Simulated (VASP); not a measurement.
# TiTe (P6_3/mmc) in VASP: further runs, part 2 of 2

VASP 6.6.1.

**3. Relaxation of the atoms, r2SCAN**

This run uses another cell than the first one, of 21.43 Å³/atom.

The input, POSCAR:

```
TiTe
1.0
    3.7227219700      0.0000000000      0.0000000000
   -1.8613609900      3.2239718000      0.0000000000
    0.0000000000      0.0000000000      7.1429871900
Ti Te
2 2
Direct
    0.0000000000      0.0000000000      0.0000000000
    0.0000000000      0.0000000000      0.5000000000
    0.3333333300      0.6666666700      0.2500000000
    0.6666666700      0.3333333300      0.7500000000
```

The input, INCAR.step1:

```
SYSTEM = TiTe
PREC = Accurate
ENCUT = 520
ISMEAR = -1
SIGMA = 0.1
LREAL = .FALSE.
LASPH = .TRUE.
NELM = 60
GGA = PE
ALGO = Normal
EDIFF = 1E-4
LWAVE = .TRUE.
LCHARG = .FALSE.
```

The input, INCAR.step2:

```
SYSTEM = TiTe
PREC = Accurate
ENCUT = 520
EDIFF = 1E-6
ISMEAR = -1
SIGMA = 0.1
LREAL = .FALSE.
LASPH = .TRUE.
NELM = 60
ALGO = Normal
ISIF = 2
LWAVE = .FALSE.
LCHARG = .FALSE.
METAGGA = R2SCAN
LMIXTAU = .TRUE.
IBRION = 2
NSW = 50
EDIFFG = -0.01
ISTART = 1
```

The input, KPOINTS:

```
regular mesh
0
G
  10 10 5
  0 0 0
```

Potentials or basis: VASP PAW PBE potentials, release 64 (Ti_sv, Te).

The run is started by

```
$ cat potpaw_PBE.64/Ti_sv/POTCAR potpaw_PBE.64/Te/POTCAR > POTCAR
$ cp INCAR.step1 INCAR
$ mpirun -np 1 vasp_std > vasp.out
$ cp INCAR.step2 INCAR
$ mpirun -np 1 vasp_std > vasp.out
```

OUTCAR:

```text
SYSTEM = TiTe
   PREC = Accurate
   ENCUT = 520
   EDIFF = 1E-6
   ISMEAR = -1
   LREAL = .FALSE.
   LASPH = .TRUE.
   NELM = 60
   ISIF = 2
   METAGGA = R2SCAN
   IBRION = 2
   NSW = 50
   EDIFFG = -0.01
   ISTART = 1

 ion  position               nearest neighbor table
   1  0.000  0.000  0.000-   3 2.79   4 2.79   4 2.79   3 2.79   4 2.79   3 2.79
   2  0.000  0.000  0.500-   3 2.79   4 2.79   4 2.79   3 2.79   4 2.79   3 2.79
[... 807 lines left out ...]
  --------------------------------------------------------------------------------------
  -------------------------------------------------------------------------------------
  Total        0.0640511      0.0640511      0.1516109     -0.0000000      0.0000000     -0.0000000
  in kB        1.1970309      1.1970309      2.8334085     -0.0000000      0.0000000     -0.0000000
  external PRESSURE =       1.7424901 kB  Pullay stress =       0.0000000 kB

 VOLUME and BASIS-vectors are now :
 -----------------------------------------------------------------------------
  energy-cutoff  :      520.00
  volume of cell :       85.73
      direct lattice vectors                 reciprocal lattice vectors
     3.722721970  0.000000000  0.000000000     0.268620651  0.155088206  0.000000000
    -1.861360990  3.223971800  0.000000000     0.000000000  0.310176410  0.000000000
     0.000000000  0.000000000  7.142987190     0.000000000  0.000000000  0.139997451

 POSITION                                       TOTAL-FORCE (eV/Angst)
 -----------------------------------------------------------------------------------
      0.00000      0.00000      0.00000         0.000000      0.000000      0.000000
      0.00000      0.00000      3.57149         0.000000      0.000000      0.000000
     -0.00000      2.14931      1.78575         0.000000     -0.000000     -0.000000
      1.86136      1.07466      5.35724        -0.000000      0.000000     -0.000000
 -----------------------------------------------------------------------------------
    total drift:                               -0.000000     -0.000000      0.000000

  FREE ENERGIE OF THE ION-ELECTRON SYSTEM (eV)
  ---------------------------------------------------
  free  energy   TOTEN  =       -79.5318494505 eV

  energy  without entropy=      -79.4240640168  energy(sigma->0) =      -79.47795673

 reached required accuracy - stopping structural energy minimisation
```

OUTCAR.step1:

```text
SYSTEM = TiTe
   PREC = Accurate
   ENCUT = 520
   ISMEAR = -1
   LREAL = .FALSE.
   LASPH = .TRUE.
   NELM = 60
[... 830 lines left out ...]
      0.00000      0.00000      3.57149         0.000000      0.000000     -0.000000
     -0.00000      2.14931      1.78575         0.000000      0.000000      0.000000
      1.86136      1.07466      5.35724        -0.000000      0.000000     -0.000000
 -----------------------------------------------------------------------------------
    total drift:                               -0.000000      0.000000      0.000000

  FREE ENERGIE OF THE ION-ELECTRON SYSTEM (eV)
  ---------------------------------------------------
  free  energy   TOTEN  =       -24.4296482919 eV

  energy  without entropy=      -24.3161334072  energy(sigma->0) =      -24.37289085
```

OSZICAR.step1:

```text
N       E                     dE             d eps       ncg     rms          rms(c)
DAV:   1     0.371718038578E+03    0.37172E+03   -0.17347E+04  1848   0.170E+03
DAV:   2     0.178315882577E+02   -0.35389E+03   -0.34910E+03  1880   0.476E+02
DAV:   3    -0.238288178664E+02   -0.41660E+02   -0.41073E+02  3242   0.140E+02
DAV:   4    -0.267973506624E+02   -0.29685E+01   -0.29424E+01  2738   0.314E+01
DAV:   5    -0.269619646666E+02   -0.16461E+00   -0.16434E+00  2704   0.634E+00    0.135E+01
DAV:   6    -0.246815945670E+02    0.22804E+01   -0.26184E+01  2432   0.387E+01    0.526E+00
DAV:   7    -0.244529470068E+02    0.22865E+00   -0.34348E+00  2428   0.145E+01    0.316E+00
DAV:   8    -0.244301437896E+02    0.22803E-01   -0.25138E-01  2652   0.346E+00    0.559E-01
DAV:   9    -0.244291285139E+02    0.10153E-02   -0.26102E-02  2632   0.135E+00    0.289E-01
DAV:  10    -0.244298202302E+02   -0.69172E-03   -0.53966E-03  2672   0.627E-01    0.969E-02
DAV:  11    -0.244296556677E+02    0.16456E-03   -0.17298E-03  2592   0.319E-01    0.277E-02
DAV:  12    -0.244296482919E+02    0.73758E-05   -0.59680E-05  1644   0.595E-02
   1 F= -.24429648E+02 E0= -.24372891E+02  d E =-.113515E+00
```

Run time: 4 min. Hardware: 1 thread of Oxide Virtual Turin-like, shared host; peak memory 0.22 GiB.

What came out:

```
Free energy             : -79.5318 eV
Pressure after relaxing : 0.2 GPa
Band gap on the k mesh  : zero (bands 18 and 19 overlap by 0.27 eV)
```

Final structure:
```
CELL_PARAMETERS angstrom
3.72272 0.00000 0.00000
-1.86136 3.22397 0.00000
0.00000 0.00000 7.14299
ATOMIC_POSITIONS crystal
Ti 0.00000 0.00000 0.00000
Ti 0.00000 0.00000 0.50000
Te 0.33333 0.66667 0.25000
Te 0.66667 0.33333 0.75000
```

Levels at points of the mesh, in eV from the Fermi level:
| k point | band 16 | band 17 | band 18 | band 19 | band 20 | band 21 |
| --- | --- | --- | --- | --- | --- | --- |
| (0.00, 0.00, 0.00) | -0.40 | -0.40 | -0.17 | -0.17 | -0.12 | -0.12 |
| (0.50, 0.00, 0.00) | -2.51 | -1.56 | -0.67 | 0.46 | 1.17 | 1.31 |

Caveat: the relaxation stopped at its first step, so nothing moved; the PAW data sets were made with another functional, which shifts forces and pressure a little; spin-orbit coupling is left out, which moves the levels of the heavy elements.

**4. Relaxation of the atoms, r2SCAN**

This run uses another cell than the first one, of 20.58 Å³/atom.

The input, POSCAR:

```
TiTe
1.0
    3.6724087500      0.0000000000      0.0000000000
   -1.8362043800      3.1803992700      0.0000000000
    0.0000000000      0.0000000000      7.0464485000
Ti Te
2 2
Direct
    0.0000000000      0.0000000000      0.0000000000
    0.0000000000      0.0000000000      0.5000000000
    0.3333333300      0.6666666700      0.2500000000
    0.6666666700      0.3333333300      0.7500000000
```

The input, INCAR.step1:

```
SYSTEM = TiTe
  ALGO = Normal
  EDIFF = 1E-4
  ENCUT = 520
  GGA = PE
  ISMEAR = -1
  LASPH = .True.
  LCHARG = .False.
  LREAL = .False.
  LWAVE = .True.
  NELM = 80
  PREC = Accurate
  SIGMA = 0.1
```

The input, INCAR.step2:

```
SYSTEM = TiTe
  ALGO = Normal
  EDIFF = 1E-6
  EDIFFG = -0.01
  ENCUT = 520
  IBRION = 2
  ISIF = 2
  ISMEAR = -1
  ISTART = 1
  LASPH = .True.
  LCHARG = .False.
  LMIXTAU = .True.
  LREAL = .False.
  LWAVE = .False.
  METAGGA = R2SCAN
  NELM = 80
  NSW = 50
  PREC = Accurate
  SIGMA = 0.1
```

The input, KPOINTS:

```
k-points
0
Gamma
  10 10 5
  0 0 0
```

Potentials or basis: VASP PAW PBE potentials, release 64 (Ti_sv, Te).

The run is started by

```
$ cat potpaw_PBE.64/Ti_sv/POTCAR potpaw_PBE.64/Te/POTCAR > POTCAR
$ cp INCAR.step1 INCAR
$ mpirun -np 1 vasp_std > vasp.out
$ cp INCAR.step2 INCAR
$ mpirun -np 1 vasp_std > vasp.out
```

OUTCAR:

```text
SYSTEM = TiTe
   EDIFF = 1E-6
   EDIFFG = -0.01
   ENCUT = 520
   IBRION = 2
   ISIF = 2
   ISMEAR = -1
   ISTART = 1
   LASPH = .True.
   LREAL = .False.
   METAGGA = R2SCAN
   NELM = 80
   NSW = 50
   PREC = Accurate

 ion  position               nearest neighbor table
   1  0.000  0.000  0.000-   3 2.76   4 2.76   4 2.76   3 2.76   4 2.76   3 2.76
   2  0.000  0.000  0.500-   3 2.76   4 2.76   4 2.76   3 2.76   4 2.76   3 2.76
   3  0.333  0.667  0.250-   1 2.76   2 2.76   1 2.76   2 2.76   1 2.76   2 2.76
   4  0.667  0.333  0.750-   1 2.76   2 2.76   1 2.76   2 2.76   1 2.76   2 2.76

  LATTYP: Found a hexagonal cell.
 ALAT       =     3.6724087500
 C/A-ratio  =     1.9187538697

  Lattice vectors:

 A1 = (   3.6724087500,   0.0000000000,   0.0000000000)
 A2 = (  -1.8362043800,   3.1803992700,   0.0000000000)
 A3 = (   0.0000000000,   0.0000000000,   7.0464485000)

Analysis of symmetry for initial positions (statically):
=====================================================================
 Subroutine PRICEL returns:
 Original cell was already a primitive cell.

 Routine SETGRP: Setting up the symmetry group for a
 hexagonal supercell.

 Subroutine GETGRP returns: Found 24 space group operations
 (whereof 12 operations were pure point group operations)
 out of a pool of 24 trial point group operations.

The static configuration has the point symmetry D_3d.
 The point group associated with its full space group is D_6h.

Analysis of symmetry for dynamics (positions and initial velocities):
=====================================================================
 Subroutine PRICEL returns:
 Original cell was already a primitive cell.

 Routine SETGRP: Setting up the symmetry group for a
 hexagonal supercell.
[... 126 lines left out ...]
   EFERMI_NEDOS =   21; number of points for ismear=-14 and -15
   IALGO  =     38    algorithm
   IMIX   =      4    mixing-type and parameters
     AMIX     =   0.40;   BMIX     =  1.00
     AMIX_MAG =   1.60;   BMIX_MAG =  1.00
  volume/ion in A,a.u.               =      20.58       138.85
  Fermi-wavevector in a.u.,A,eV,Ry     =   1.242724  2.348408 21.012333  1.544363
  Thomas-Fermi vector in A             =   2.377066
   LORBIT       =      0    0 simple, 1 ext, 2 COOP (PROOUT), +10 PAW based schemes
   METAGGA = R2SCAN    functional components
   LHFCALC =     F    Hartree Fock is set to
   AEXX    =    0.0000 exact exchange contribution
   IVDW    =     0    specifies the selected vdW correction
   LEPSILON=     F    determine dielectric tensor
   LRPA    =     F    only Hartree local field effects (RPA)
 conjugate gradient relaxation of ions
 non-spin polarized calculation
  energy-cutoff  :      520.00
  volume of cell :       82.30
 maximum number of plane-waves:      2236
 NGX is ok and might be reduce to    28
   NGX = 13   NGY = 13   NGZ = 27

 number of electron      36.0000008 magnetization

 Free energy of the ion-electron system (eV)
  ---------------------------------------------------
  ext. energy  EPLUGINS =         0.00000000
  ---------------------------------------------------
  free energy    TOTEN  =       -79.48440595 eV

  energy without entropy =      -79.38523742  energy(sigma->0) =      -79.43482169

 E-fermi :  10.1072     XC(G=0): -11.6905

 val. band max:       10.1045727284   @ k =   0.2000  -0.0000   0.0000
 cond. band min:      10.1228836105   @ k =   0.1000  -0.0000   0.0000
 fundamental gap:      0.0183108821
 Fermi energy:        10.1072358618

 k-point     1 :       0.0000    0.0000    0.0000
  band No.  band energies     occupation
      1     -49.6342      2.00000
      2     -49.6296      2.00000
      3     -24.9521      2.00000
      4     -24.8795      2.00000
      5     -24.8794      2.00000
      6     -24.8749      2.00000
[... 589 lines left out ...]
     21      11.4526      0.00000
     22      11.6362      0.00000

 [... further k-points ...]

------------------------ aborting loop because EDIFF is reached ----------------------------------------

  FORCE on cell =-STRESS in cart. coord.  units (eV):
  Direction    XX          YY          ZZ          XY          YZ          ZX
  --------------------------------------------------------------------------------------
  -------------------------------------------------------------------------------------
  Total        1.9656602      1.9656602      2.7419051     -0.0000000      0.0000000      0.0000000
  in kB       38.2662668     38.2662667     53.3777251     -0.0000001      0.0000000      0.0000000
  external PRESSURE =      43.3034195 kB  Pullay stress =       0.0000000 kB

 VOLUME and BASIS-vectors are now :
 -----------------------------------------------------------------------------
  energy-cutoff  :      520.00
  volume of cell :       82.30
      direct lattice vectors                 reciprocal lattice vectors
     3.672408750  0.000000000  0.000000000     0.272300843  0.157212966  0.000000000
    -1.836204380  3.180399270  0.000000000     0.000000000  0.314425931  0.000000000
     0.000000000  0.000000000  7.046448500     0.000000000  0.000000000  0.141915463

 POSITION                                       TOTAL-FORCE (eV/Angst)
 -----------------------------------------------------------------------------------
      0.00000      0.00000      0.00000        -0.000000     -0.000000      0.000000
      0.00000      0.00000      3.52322        -0.000000     -0.000000      0.000000
     -0.00000      2.12027      1.76161         0.000000     -0.000000     -0.000000
      1.83620      1.06013      5.28484        -0.000000      0.000000      0.000000
 -----------------------------------------------------------------------------------
    total drift:                                0.000000      0.000000      0.000000

  FREE ENERGIE OF THE ION-ELECTRON SYSTEM (eV)
  ---------------------------------------------------
  free  energy   TOTEN  =       -79.4844059534 eV

  energy  without entropy=      -79.3852374248  energy(sigma->0) =      -79.43482169

 reached required accuracy - stopping structural energy minimisation
```

OSZICAR.step1:

```text
N       E                     dE             d eps       ncg     rms          rms(c)
DAV:   1     0.378676712582E+03    0.37868E+03   -0.17336E+04  1848   0.171E+03
DAV:   2     0.184955058508E+02   -0.36018E+03   -0.35535E+03  1892   0.479E+02
DAV:   3    -0.237303562869E+02   -0.42226E+02   -0.41571E+02  3266   0.141E+02
DAV:   4    -0.266255409685E+02   -0.28952E+01   -0.28668E+01  2720   0.315E+01
DAV:   5    -0.267769989751E+02   -0.15146E+00   -0.15118E+00  2650   0.620E+00    0.141E+01
DAV:   6    -0.245966650195E+02    0.21803E+01   -0.24146E+01  2414   0.382E+01    0.536E+00
DAV:   7    -0.244001468309E+02    0.19652E+00   -0.30181E+00  2436   0.139E+01    0.339E+00
DAV:   8    -0.243778042882E+02    0.22343E-01   -0.22767E-01  2608   0.342E+00    0.518E-01
DAV:   9    -0.243773086138E+02    0.49567E-03   -0.24779E-02  2628   0.131E+00    0.289E-01
DAV:  10    -0.243780239593E+02   -0.71535E-03   -0.49128E-03  2602   0.618E-01    0.987E-02
DAV:  11    -0.243778487672E+02    0.17519E-03   -0.17362E-03  2612   0.331E-01    0.247E-02
DAV:  12    -0.243778422121E+02    0.65551E-05   -0.51750E-05  1614   0.571E-02
   1 F= -.24377842E+02 E0= -.24325561E+02  d E =-.104563E+00
```

It took 3 min on 1 thread of Oxide Virtual Turin-like, shared host; peak memory 0.21 GiB.

What came out:

```
Free energy             : -79.4844 eV
Pressure after relaxing : 4.3 GPa
Band gap on the k mesh  : zero (bands 18 and 19 overlap by 0.28 eV)
```

Final structure:
```cif
data_structure
_symmetry_space_group_name_H-M 'P 1'
_symmetry_Int_Tables_number 1
_cell_length_a 3.6724
_cell_length_b 3.6724
_cell_length_c 7.0464
_cell_angle_alpha 90.000
_cell_angle_beta 90.000
_cell_angle_gamma 120.000
_cell_volume 82.30
loop_
_atom_site_label
_atom_site_type_symbol
_atom_site_fract_x
_atom_site_fract_y
_atom_site_fract_z
_atom_site_occupancy
Ti1 Ti 0.00000 0.00000 0.00000 1
Ti2 Ti 0.00000 0.00000 0.50000 1
Te1 Te 0.33333 0.66667 0.25000 1
Te2 Te 0.66667 0.33333 0.75000 1
```

Caveat: the relaxation stopped at its first step, so nothing moved; the PAW data sets were made with another functional, which shifts forces and pressure a little; spin-orbit coupling is left out, which moves the levels of the heavy elements.

**5. Overview**

| cell | gap on the mesh (eV) | pressure (GPa) |
| --- | --- | --- |
| atoms relaxed from a = 3.647, b = 3.647, c = 6.997 Å, angles 90.0, 90.0, 120.0°, 4 atoms | none | 6.8 |
| atoms relaxed from a = 3.723, b = 3.723, c = 7.143 Å, angles 90.0, 90.0, 120.0°, 4 atoms | none | 0.2 |
| atoms relaxed from a = 3.672, b = 3.672, c = 7.046 Å, angles 90.0, 90.0, 120.0°, 4 atoms | none | 4.3 |

Alike in all rows: task relaxation of the atoms; level r2SCAN; potentials or basis VASP PAW PBE potentials, release 64 (Ti_sv, Te); no spin polarisation; k mesh 10 × 10 × 5; cutoff (eV) 520; smearing fermi-dirac 0.1 eV.

Caveats: the relaxation stopped at its first step, so nothing moved; the PAW data sets were made with another functional, which shifts forces and pressure a little; spin-orbit coupling is left out, which moves the levels of the heavy elements.

Absolute energies hang on the potentials; compare differences alone.
